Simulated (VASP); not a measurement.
CdTe: single point with r2SCAN

The system is CdTe.

```
CELL_PARAMETERS angstrom
0.00000 3.27996 3.27996
3.27996 0.00000 3.27996
3.27996 3.27996 0.00000
ATOMIC_POSITIONS crystal
Cd 0.00000 0.00000 0.00000
Te 0.25000 0.25000 0.25000
```

```
Program                : VASP 6.6.1
Task                   : single point
Functional             : r2SCAN
Potentials or basis    : VASP PAW PBE potentials, release 64 (Cd, Te)
Cutoff                 : 520 eV
k mesh                 : 4 × 4 × 4
Occupations            : methfessel-paxton, width 0.05 eV
Spin                   : no spin polarisation
Dipole correction      : no
Further INCAR settings : ALGO = Normal; EDIFF = 1e-06; NBANDS = 16
```

| Quantity | Value |
| --- | --- |
| Pressure | 0.3 GPa |
| Band gap on the k mesh | 1.14 eV, direct |

Levels at points of the mesh, in eV from the valence-band top:
```tsv
k point	band 7	band 8	band 9	band 10	band 11	band 12
(0.00, 0.00, 0.00)	0.00	0.00	0.00	1.14	5.04	5.04
(0.50, 0.00, 0.00)	-4.30	-0.74	-0.74	2.18	5.59	5.59
(0.50, 0.50, 0.00)	-4.18	-1.79	-1.79	2.94	2.98	9.25
```

Wall time 38 s on 1 thread of Intel Xeon 6975P-C (shared host), peak memory 0.22 GiB.

Caveat: the PAW data sets were made with another functional, which shifts forces and pressure a little; spin-orbit coupling is left out, which moves the levels of the heavy elements. r2SCAN opens gaps a little over a GGA but as a rule still falls short of measured ones.
